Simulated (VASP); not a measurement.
Input of a VASP 6.6.1 run:

The input INCAR:

```
SYSTEM = AlIn3Sb2N2
ALGO = Normal ; EDIFF = 1E-6
ENCUT = 520 ; GGA = PE
ISIF = 2 ; ISMEAR = 0
LASPH = .True. ; LCHARG = .True.
LELF = .True. ; LREAL = .False.
LVHAR = .True. ; LWAVE = .False.
NBANDS = 41 ; NELM = 80
PREC = Accurate ; SIGMA = 0.2
```

Contents of KPOINTS:

```
k-points
0
Gamma
  8 8 2
  0 0 0
```

The input POSCAR:

```
AlIn3Sb2N2
1.0
    3.2847243002     -0.0409634435      0.0051675655
    1.6739164418      2.8239158207      0.0157190071
   -0.0556753876     -0.1035963766     18.0973909372
Al In Sb N
1 3 2 2
Direct
    0.6253304879      0.6249910620      0.9759475038
    0.2922281066      0.2924495878      0.1299357809
    0.2931687708      0.2920996073      0.4783963707
    0.2915205277      0.2906292916      0.8212189124
    0.2904583378      0.2928400879      0.3075615439
    0.2899884108      0.2909262535      0.6605081978
    0.2918292697      0.2918465117      0.0048945006
    0.6254760887      0.6242175981      0.8715371898
```

Potentials or basis: VASP PAW PBE potentials, release 64 (Al, In_d, Sb, N).

Run with:

```sh
$ cat potpaw_PBE.64/Al/POTCAR potpaw_PBE.64/In_d/POTCAR potpaw_PBE.64/Sb/POTCAR potpaw_PBE.64/N/POTCAR > POTCAR
$ mpirun -np 1 vasp_std > vasp.out
```

(1) Estimate the band gap on the k mesh.

(2) Estimate the largest force.

## Answers

(1) zero (bands 31 and 32 overlap by 3.91 eV).

(2) 0.023 eV/Å.

Caveat: spin-orbit coupling is left out, which moves the levels of the heavy elements.
